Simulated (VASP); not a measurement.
# Ta3Cu (I4/mmm) in VASP: a series of runs

Ta3Cu is run at these levels: PBEsol; tasks: relaxation of cell and atoms.

Everything below comes from runs of VASP 6.6.1. Logs are shortened: lines on timing, memory, paths and dates and some standing lists are left out, and cuts for length are marked.

**1. The cell of the first run**

It takes space group I4/mmm (No. 139, tetragonal). The conventional cell has a = 4.013 Å, b = 4.013 Å, c = 8.416 Å, α = 90.00°, β = 90.00°, γ = 90.00°. Within 3.7 Å of Ta (site symmetry 4/mmm) lie 4 Cu at 2.84 Å and 8 Ta at 2.91 Å. Ta (site symmetry -4m2) has 8 Ta at 2.84 to 2.91 Å and 4 Cu at 2.91 Å within 3.7 Å. Within 3.7 Å of Cu (site symmetry 4/mmm) lie 12 Ta at 2.84 to 2.91 Å.

**2. Relaxation of cell and atoms, PBEsol**

Contents of INCAR:

```
  PREC = Accurate
  ENCUT = 600
  EDIFF = 1E-6
  ISMEAR = -1
  SIGMA = 0.05
  LREAL = False
  LASPH = True
  NELM = 80
  ALGO = Fast
  ISIF = 3
  LWAVE = False
  LCHARG = False
  GGA = PS
  IBRION = 2
  NSW = 60
  EDIFFG = -0.01
```

Contents of KPOINTS:

```
regular mesh
0
Gamma
  9 9 9
```

Contents of POSCAR:

```
Ta3Cu
1.0
   -2.0065070000      2.0065070000      4.2081700000
    2.0065070000     -2.0065070000      4.2081700000
    2.0065070000      2.0065070000     -4.2081700000
Ta Cu
3 1
Direct
    0.5000000000      0.5000000000      0.0000000000
    0.2500000000      0.7500000000      0.5000000000
    0.7500000000      0.2500000000      0.5000000000
    0.0000000000      0.0000000000      0.0000000000
```

Potentials or basis: VASP PAW PBE potentials, release 64 (Ta_pv, Cu).

The run is started by

```
$ cat potpaw_PBE.64/Ta_pv/POTCAR potpaw_PBE.64/Cu/POTCAR > POTCAR
$ mpirun -np 1 vasp_std > vasp.out
```

OUTCAR:

```text
PREC = Accurate
   ENCUT = 600
   EDIFF = 1E-6
   ISMEAR = -1
   LREAL = False
   LASPH = True
   NELM = 80
   ISIF = 3
   GGA = PS
   IBRION = 2
   NSW = 60
   EDIFFG = -0.01

 ion  position               nearest neighbor table
   1  0.500  0.500  0.000-   4 2.84   4 2.84   4 2.84   4 2.84   3 2.91   2 2.91   3 2.91   3 2.91
                             2 2.91   2 2.91   3 2.91   2 2.91
   2  0.250  0.750  0.500-   3 2.84   3 2.84   3 2.84   3 2.84   4 2.91   1 2.91   4 2.91   1 2.91
                             4 2.91   4 2.91   1 2.91   1 2.91
   3  0.750  0.250  0.500-   2 2.84   2 2.84   2 2.84   2 2.84   4 2.91   1 2.91   4 2.91   4 2.91
                             1 2.91   1 2.91   4 2.91   1 2.91
   4  0.000  0.000  0.000-   1 2.84   1 2.84   1 2.84   1 2.84   3 2.91   2 2.91   3 2.91   2 2.91
                             3 2.91   3 2.91   2 2.91   2 2.91

  LATTYP: Found a body centered tetragonal cell.
 ALAT       =     4.0130140000
 C/A-ratio  =     2.0972615595

  Lattice vectors:

 A1 = (  -2.0065070000,   2.0065070000,   4.2081700000)
 A2 = (   2.0065070000,  -2.0065070000,   4.2081700000)
 A3 = (   2.0065070000,   2.0065070000,  -4.2081700000)

Analysis of symmetry for initial positions (statically):
=====================================================================
 Subroutine PRICEL returns:
 Original cell was already a primitive cell.

 Routine SETGRP: Setting up the symmetry group for a
 body centered tetragonal supercell.

 Subroutine GETGRP returns: Found 16 space group operations
 (whereof 16 operations were pure point group operations)
 out of a pool of 16 trial point group operations.

The static configuration has the point symmetry D_4h.

Analysis of symmetry for dynamics (positions and initial velocities):
=====================================================================
 Subroutine PRICEL returns:
 Original cell was already a primitive cell.

 Routine SETGRP: Setting up the symmetry group for a
 body centered tetragonal supercell.

 Subroutine GETGRP returns: Found 16 space group operations
 (whereof 16 operations were pure point group operations)
 out of a pool of 16 trial point group operations.

The dynamic configuration has the point symmetry D_4h.

 Subroutine INISYM returns: Found 16 space group operations
 (whereof 16 operations are pure point group operations),
 and found     1 'primitive' translations

----------------------------------------------------------------------------------------

                                     Primitive cell

[... 106 lines left out ...]
   NUPDOWN=      -1.0000    fix difference up-down
   EMIN   =  10.00;   EMAX   =-10.00  energy-range for DOS
   EFERMI =   0.00;   METHOD = LEGACY
   ISMEAR =    -1;   SIGMA  =   0.05  broadening in eV -4-tet -1-fermi 0-gaus
   EFERMI_NEDOS =   21; number of points for ismear=-14 and -15
   IALGO  =     68    algorithm
   IMIX   =      4    mixing-type and parameters
     AMIX     =   0.40;   BMIX     =  1.00
     AMIX_MAG =   1.60;   BMIX_MAG =  1.00
  volume/ion in A,a.u.               =      16.94       114.33
  Fermi-wavevector in a.u.,A,eV,Ry     =   1.417580  2.678837 27.341349  2.009532
  Thomas-Fermi vector in A             =   2.538795
   LORBIT       =      0    0 simple, 1 ext, 2 COOP (PROOUT), +10 PAW based schemes
   GGA     = PS    functional components
   LHFCALC =     F    Hartree Fock is set to
   AEXX    =    0.0000 exact exchange contribution
   IVDW    =     0    specifies the selected vdW correction
   LEPSILON=     F    determine dielectric tensor
   LRPA    =     F    only Hartree local field effects (RPA)
 conjugate gradient relaxation of ions
 non-spin polarized calculation
 RMM-DIIS sequential band-by-band and
  energy-cutoff  :      600.00
  volume of cell :       67.77
 maximum number of plane-waves:      2284
 NGX is ok and might be reduce to    42
   NGX = 21   NGY = 21   NGZ = 21

--------------------------------------- Ionic step        1  -------------------------------------------

 number of electron      43.9999997 magnetization

 Free energy of the ion-electron system (eV)
  ---------------------------------------------------
  ext. energy  EPLUGINS =         0.00000000
  ---------------------------------------------------
  free energy    TOTEN  =       -41.24715794 eV

  energy without entropy =      -41.21269469  energy(sigma->0) =      -41.22992632

------------------------ aborting loop because EDIFF is reached ----------------------------------------

  FORCE on cell =-STRESS in cart. coord.  units (eV):
  Direction    XX          YY          ZZ          XY          YZ          ZX
  --------------------------------------------------------------------------------------
  -------------------------------------------------------------------------------------
  Total       -2.4425132     -2.4425132     -2.6561275      0.0000000     -0.0000000      0.0000000
  in kB      -57.7447991    -57.7447991    -62.7949731      0.0000000     -0.0000000      0.0000000
  external PRESSURE =     -59.4281905 kB  Pullay stress =       0.0000000 kB
[... 291 lines left out ...]
--------------------------------------- Ionic step        9  -------------------------------------------

 number of electron      44.0000004 magnetization

 Free energy of the ion-electron system (eV)
  ---------------------------------------------------
  ext. energy  EPLUGINS =         0.00000000
  ---------------------------------------------------
  free energy    TOTEN  =       -41.28966019 eV

  energy without entropy =      -41.25451960  energy(sigma->0) =      -41.27208989

 E-fermi :   6.1239     XC(G=0): -12.7775

 val. band max:        6.1102549754   @ k =   0.3333   0.3333   0.1111
 cond. band min:       6.1310427165   @ k =  -0.3333  -0.4444   0.1111
 fundamental gap:      0.0207877410
 Fermi energy:         6.1238523383

 k-point     1 :       0.0000    0.0000    0.0000
  band No.  band energies     occupation
      1     -28.4356      2.00000
      2     -28.2645      2.00000
      3     -28.2645      2.00000
      4     -28.0156      2.00000
      5     -28.0156      2.00000
      6     -27.8637      2.00000
[... 685 lines left out ...]
     25       7.2569      0.00000
     26       7.9934      0.00000

 [... further k-points ...]

------------------------ aborting loop because EDIFF is reached ----------------------------------------

  FORCE on cell =-STRESS in cart. coord.  units (eV):
  Direction    XX          YY          ZZ          XY          YZ          ZX
  --------------------------------------------------------------------------------------
  -------------------------------------------------------------------------------------
  Total        0.0126143      0.0126143      0.0045645      0.0000000     -0.0000000      0.0000000
  in kB        0.3081982      0.3081982      0.1115213      0.0000000     -0.0000000      0.0000000
  external PRESSURE =       0.2426392 kB  Pullay stress =       0.0000000 kB
[... 19 lines left out ...]
  FREE ENERGIE OF THE ION-ELECTRON SYSTEM (eV)
  ---------------------------------------------------
  free  energy   TOTEN  =       -41.2896601892 eV

  energy  without entropy=      -41.2545195951  energy(sigma->0) =      -41.27208989

 reached required accuracy - stopping structural energy minimisation
```

CONTCAR:

```text
Ta3Cu
   1.00000000000000
    -1.9900404449443008    1.9900404449443008    4.1395974798074828
     1.9900404449443008   -1.9900404449443008    4.1395974798074828
     1.9900404449443008    1.9900404449443008   -4.1395974798074828
  Ta              Cu
     3     1
Direct
     0.5000000000000000    0.5000000000000000    0.0000000000000000
     0.2500000000000000    0.7500000000000000    0.5000000000000000
     0.7500000000000000    0.2500000000000000    0.5000000000000000
     0.0000000000000000    0.0000000000000000    0.0000000000000000

  0.00000000E+00  0.00000000E+00  0.00000000E+00
  0.00000000E+00  0.00000000E+00  0.00000000E+00
  0.00000000E+00  0.00000000E+00  0.00000000E+00
  0.00000000E+00  0.00000000E+00  0.00000000E+00
```

It took 31 min on 1 thread of Intel Xeon Platinum 8488C (Sapphire Rapids), shared host; peak memory 0.41 GiB.

What came out:

```yaml
Free_energy: -41.2897 eV
Relaxed_volume: 16.39 Å³/atom
Relaxed_cell: a = 5.006 Å, b = 5.006 Å, c = 5.006 Å, α = 133.15°, β = 133.15°, γ = 68.42°
Space_group_after_relaxing_to_0.1_Å: I4/mmm (No. 139)
Energy_gained_by_relaxing: 10.6 meV/atom
Ionic_steps: 9
Pressure_after_relaxing: 0.0 GPa
Band_gap_on_the_k_mesh: zero (bands 22 and 23 overlap by 1.45 eV)
```

Step by step:
| step | energy change (eV) | largest force (eV/Å) | pressure (GPa) | volume (Å³) |
| --- | --- | --- | --- | --- |
| 1 | 0.0000 | 0.0000 | -5.94 | 67.77 |
| 2 | 0.1062 | 0.0000 | 13.14 | 61.79 |
| 3 | -0.0418 | 0.0000 | 0.06 | 65.63 |
| 4 | -0.0418 | 0.0000 | -0.23 | 65.67 |
| 5 | -0.0422 | 0.0000 | -0.20 | 65.66 |
| 6 | -0.0424 | 0.0000 | -0.20 | 65.65 |
| 7 | -0.0425 | 0.0000 | -0.19 | 65.64 |
| 8 | -0.0423 | 0.0000 | 0.51 | 65.43 |
| 9 | -0.0425 | 0.0000 | 0.02 | 65.58 |

Final structure:
```
CELL_PARAMETERS angstrom
-1.99004 1.99004 4.13960
1.99004 -1.99004 4.13960
1.99004 1.99004 -4.13960
ATOMIC_POSITIONS crystal
Ta 0.50000 0.50000 0.00000
Ta 0.25000 0.75000 0.50000
Ta 0.75000 0.25000 0.50000
Cu 0.00000 0.00000 0.00000
```

Caveat: the PAW data sets were made with another functional, which shifts forces and pressure a little; spin-orbit coupling is left out, which moves the levels of the heavy elements.

**3. Relaxation of cell and atoms, PBEsol, target pressure 2 GPa, at which the enthalpy is minimised**

Contents of INCAR:

```
SYSTEM = Ta3Cu
ALGO = Fast ; EDIFF = 1E-7
EDIFFG = -0.01 ; ENCUT = 600
GGA = PS ; IBRION = 2
ISIF = 3 ; ISMEAR = -1
LASPH = .TRUE. ; LCHARG = .FALSE.
LREAL = .FALSE. ; LWAVE = .FALSE.
NELM = 100 ; NSW = 60
PREC = Accurate ; PSTRESS = 20.0
SIGMA = 0.05
```

Contents of KPOINTS:

```
k-points
0
G
  9 9 9
  0 0 0
```

POSCAR is that of step 2.

Potentials or basis: VASP PAW PBE potentials, release 64 (Ta_pv, Cu).

The run is started by

```
$ cat potpaw_PBE.64/Ta_pv/POTCAR potpaw_PBE.64/Cu/POTCAR > POTCAR
$ mpirun -np 1 vasp_std > vasp.out
```

OUTCAR:

```text
SYSTEM = Ta3Cu
   EDIFF = 1E-7
   EDIFFG = -0.01
   ENCUT = 600
   GGA = PS
   IBRION = 2
   ISIF = 3
   ISMEAR = -1
   LASPH = .TRUE.
   LREAL = .FALSE.
   NELM = 100
   NSW = 60
   PREC = Accurate
   PSTRESS = 20.0

 ion  position               nearest neighbor table
   1  0.500  0.500  0.000-   4 2.84   4 2.84   4 2.84   4 2.84   3 2.91   2 2.91   3 2.91   3 2.91
                             2 2.91   2 2.91   3 2.91   2 2.91
   2  0.250  0.750  0.500-   3 2.84   3 2.84   3 2.84   3 2.84   4 2.91   1 2.91   4 2.91   1 2.91
                             4 2.91   4 2.91   1 2.91   1 2.91
   3  0.750  0.250  0.500-   2 2.84   2 2.84   2 2.84   2 2.84   4 2.91   1 2.91   4 2.91   4 2.91
                             1 2.91   1 2.91   4 2.91   1 2.91
   4  0.000  0.000  0.000-   1 2.84   1 2.84   1 2.84   1 2.84   3 2.91   2 2.91   3 2.91   2 2.91
                             3 2.91   3 2.91   2 2.91   2 2.91

  LATTYP: Found a body centered tetragonal cell.
 ALAT       =     4.0130140000
 C/A-ratio  =     2.0972615595

  Lattice vectors:

 A1 = (  -2.0065070000,   2.0065070000,   4.2081700000)
 A2 = (   2.0065070000,  -2.0065070000,   4.2081700000)
 A3 = (   2.0065070000,   2.0065070000,  -4.2081700000)

Analysis of symmetry for initial positions (statically):
=====================================================================
[... 292 lines left out ...]
  energy  without entropy=      -41.2512888914  energy(sigma->0) =      -41.26856438

  enthalpy is  TOTEN    =       -40.4741816826 eV   P V=        0.8116581782

[... ionic steps 4 to 7 ...]

--------------------------------------- Ionic step        8  -------------------------------------------

 number of electron      44.0000006 magnetization

------------------------ aborting loop because EDIFF is reached ----------------------------------------
[... 75 lines left out ...]
--------------------------------------- Ionic step       10  -------------------------------------------

 number of electron      44.0000006 magnetization

 Free energy of the ion-electron system (eV)
  ---------------------------------------------------
  ext. energy  EPLUGINS =         0.00000000
  ---------------------------------------------------
  free energy    TOTEN  =       -41.28557971 eV

  energy without entropy =      -41.25038906  energy(sigma->0) =      -41.26798439

 E-fermi :   6.2176     XC(G=0): -12.8303

 val. band max:        6.2077211903   @ k =   0.2222   0.2222   0.2222
 cond. band min:       6.2219689078   @ k =  -0.3333  -0.4444   0.1111
 fundamental gap:      0.0142477175
 Fermi energy:         6.2175577869

 k-point     1 :       0.0000    0.0000    0.0000
  band No.  band energies     occupation
      1     -28.3407      2.00000
      2     -28.1644      2.00000
      3     -28.1644      2.00000
      4     -27.9011      2.00000
      5     -27.9011      2.00000
      6     -27.7485      2.00000
[... 685 lines left out ...]
     25       7.3488      0.00000
     26       8.1015      0.00000

 [... further k-points ...]

------------------------ aborting loop because EDIFF is reached ----------------------------------------

  FORCE on cell =-STRESS in cart. coord.  units (eV):
  Direction    XX          YY          ZZ          XY          YZ          ZX
  --------------------------------------------------------------------------------------
  -------------------------------------------------------------------------------------
  Total        0.8203240      0.8203240      0.8199766      0.0000000     -0.0000000      0.0000000
  in kB       20.2445036     20.2445036     20.2359284      0.0000000     -0.0000000      0.0000000
  external PRESSURE =       0.2416452 kB  Pullay stress =      20.0000000 kB
[... 23 lines left out ...]
  energy  without entropy=      -41.2503890634  energy(sigma->0) =      -41.26798439

  enthalpy is  TOTEN    =       -40.4751631712 eV   P V=        0.8104165417

 reached required accuracy - stopping structural energy minimisation
```

OSZICAR:

```text
N       E                     dE             d eps       ncg     rms          rms(c)
DAV:   1     0.437392661618E+03    0.43739E+03   -0.26087E+04  3964   0.228E+03
DAV:   2    -0.163343122693E+02   -0.45373E+03   -0.44850E+03  3950   0.542E+02
DAV:   3    -0.442670399426E+02   -0.27933E+02   -0.26558E+02  5232   0.122E+02
DAV:   4    -0.459460253029E+02   -0.16790E+01   -0.16219E+01  5584   0.262E+01
[... 159 lines left out ...]
RMM:   6    -0.412855809490E+02    0.14076E-05   -0.48605E-05  4401   0.600E-02    0.141E-02
RMM:   7    -0.412855863294E+02   -0.53805E-05   -0.23281E-05  4314   0.439E-02    0.231E-02
RMM:   8    -0.412855790811E+02    0.72483E-05   -0.24491E-05  4187   0.517E-02    0.426E-03
RMM:   9    -0.412855796287E+02   -0.54761E-06   -0.59481E-06  4591   0.162E-02    0.339E-03
RMM:  10    -0.412855797129E+02   -0.84145E-07   -0.89857E-07  3509   0.712E-03
  10 F= -.40475163E+02 E0= -.40457568E+02  d E =-.218815E-04
```

CONTCAR:

```text
Ta3Cu
   1.00000000000000
    -1.9843494721561228    1.9843494721561228    4.1218536945169477
     1.9843494721561228   -1.9843494721561228    4.1218536945169477
     1.9843494721561228    1.9843494721561228   -4.1218536945169477
  Ta              Cu
     3     1
Direct
     0.5000000000000000    0.5000000000000000    0.0000000000000000
     0.2500000000000000    0.7500000000000000    0.5000000000000000
     0.7500000000000000    0.2500000000000000    0.5000000000000000
     0.0000000000000000    0.0000000000000000    0.0000000000000000

  0.00000000E+00  0.00000000E+00  0.00000000E+00
  0.00000000E+00  0.00000000E+00  0.00000000E+00
  0.00000000E+00  0.00000000E+00  0.00000000E+00
  0.00000000E+00  0.00000000E+00  0.00000000E+00
```

Run time: 37 min. Hardware: 1 thread of Intel Xeon Platinum 8488C (Sapphire Rapids), shared host; peak memory 0.38 GiB.

What came out:

```yaml
Free_energy: -41.2856 eV
Relaxed_volume: 16.23 Å³/atom
Relaxed_cell: a = 4.986 Å, b = 4.986 Å, c = 4.986 Å, α = 133.10°, β = 133.10°, γ = 68.50°
Space_group_after_relaxing_to_0.1_Å: I4/mmm (No. 139)
Energy_change_on_relaxing_the_run_minimises_the_enthalpy: -9.6 meV/atom
Ionic_steps: 10
Pressure_after_relaxing: 2.0 GPa
Band_gap_on_the_k_mesh: zero (bands 22 and 23 overlap by 1.47 eV)
```

The path:
```tsv
step	energy change (eV)	largest force (eV/Å)	pressure (GPa)	volume (Å³)
1	0.0000	0.0000	-5.99	67.77
2	0.3187	0.0000	21.51	59.82
3	-0.0387	0.0000	1.77	65.02
4	-0.0379	0.0000	1.98	64.95
5	-0.0371	0.0000	2.15	64.89
6	-0.0376	0.0000	2.15	64.89
7	-0.0378	0.0000	2.15	64.88
8	-0.0378	0.0000	2.15	64.87
9	-0.0397	0.0000	1.66	65.03
10	-0.0384	0.0000	2.02	64.92
```

Final structure:
```xyz
4
Lattice="-1.9843 1.9843 4.1219 1.9843 -1.9843 4.1219 1.9843 1.9843 -4.1219" Properties=species:S:1:pos:R:3 pbc="T T T"
Ta    0.0000    0.0000    4.1219
Ta    1.9843    0.0000    2.0609
Ta    0.0000    1.9843    2.0609
Cu    0.0000    0.0000    0.0000
```

Levels at points of the mesh, in eV from the Fermi level:
| k point | band 20 | band 21 | band 22 | band 23 | band 24 | band 25 |
| --- | --- | --- | --- | --- | --- | --- |
| (0.00, 0.00, 0.00) | -1.76 | -0.22 | -0.22 | 0.05 | 2.29 | 2.37 |

Caveat: the cell is relaxed towards a set pressure, so the run minimises the enthalpy, not the energy; the PAW data sets were made with another functional, which shifts forces and pressure a little; spin-orbit coupling is left out, which moves the levels of the heavy elements.

(Continued in part 2 of 2.)

The gap in the log of VASP goes by the Fermi energy; the results here count the filled bands.